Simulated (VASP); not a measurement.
Input of a VASP 6.6.1 run:

INCAR

```
  PREC = Accurate
  ENCUT = 520
  EDIFF = 1E-6
  ISMEAR = -1
  SIGMA = 0.08
  LREAL = False
  LASPH = True
  NELM = 60
  ALGO = Normal
  ISIF = 2
  LWAVE = False
  LCHARG = False
  GGA = PS
  NBANDS = 12
```

KPOINTS

```
Automatic mesh
0
Gamma
  18 18 18
```

The input POSCAR:

```
Au
1.0
    0.0000000000      1.8954486235      1.8954486235
    1.8954486235      0.0000000000      1.8954486235
    1.8954486235      1.8954486235      0.0000000000
Au
1
Direct
    0.0000000000      0.0000000000      0.0000000000
```

Potentials or basis: VASP PAW PBE potentials, release 64 (Au).

The run is started by

```sh
$ cat potpaw_PBE.64/Au/POTCAR > POTCAR
$ mpirun -np 1 vasp_std > vasp.out
```

(1) Predict the pressure.

Results:

(1) 72.9 GPa.

Caveat: the PAW data sets were made with another functional, which shifts forces and pressure a little.
